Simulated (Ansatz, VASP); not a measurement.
# One calculation of N, two programs

```
N
1.0
     3.59850    0.00000    0.00000
    -1.79925    3.11640    0.00000
     0.00000    0.00000    5.84050
N
2
Cartesian
  0.0000 2.0776 1.4601
  1.7993 1.0388 4.3804
```

Change from the starting cell: volume scaled by 0.975, PAW files.

Alike in both runs: task electric field gradients; functional PBE; k mesh 10 × 10 × 5; occupations fermi-dirac, width 0.02 eV; no spin polarisation.

```csv
,VASP,Ansatz
version,VASP 6.6.1,Ansatz 0.2.0
potentials or method,"VASP PAW PBE potentials, release 64 (N)","PAW with Ansatz's default frozen-core files, scalar-relativistic"
plane-wave cutoff (eV),520,420
valence electrons in the cell,10,10
```

Ansatz gave:

- pressure (GPa): -7.6
- size of Vzz on the site where it differs most (V/Å²): 0.4

Task: Estimate VASP's values.

Result: Pressure (GPa): -7.7; size of Vzz on the site where it differs most (V/Å²): 0.4.
